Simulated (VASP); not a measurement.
Here is a VASP 6.6.1 calculation.

The input INCAR:

```
PREC = Accurate
ENCUT = 520
EDIFF = 1E-6
ISMEAR = 0
SIGMA = 0.1
LREAL = F
LASPH = T
NELM = 60
ALGO = Normal
ISIF = 2
LWAVE = F
LCHARG = F
GGA = PE
NBANDS = 27
```

The input KPOINTS:

```
Automatic mesh
0
Gamma
  4 4 4
```

File POSCAR:

```
PdPtS3
1.0
    4.6899538500      0.0000000000      0.0000000000
    0.0000000000      4.6899538500      0.0000000000
    0.0000000000      0.0000000000      4.6899538500
Pd Pt S
1 1 3
Direct
    0.0000000000      0.0000000000      0.0000000000
    0.5000000000      0.5000000000      0.5000000000
    0.5000000000      0.0000000000      0.5000000000
    0.5000000000      0.5000000000      0.0000000000
    0.0000000000      0.5000000000      0.5000000000
```

Potentials or basis: VASP PAW PBE potentials, release 64 (Pd, Pt, S).

Command:

```console
$ cat potpaw_PBE.64/Pd/POTCAR potpaw_PBE.64/Pt/POTCAR potpaw_PBE.64/S/POTCAR > POTCAR
$ mpirun -np 1 vasp_std > vasp.out
```

What does it give for the band gap on the k mesh?

Zero (bands 19 and 20 overlap by 1.19 eV).

What does it give for the pressure?

0.2 GPa.

Caveat: spin-orbit coupling is left out, which moves the levels of the heavy elements.
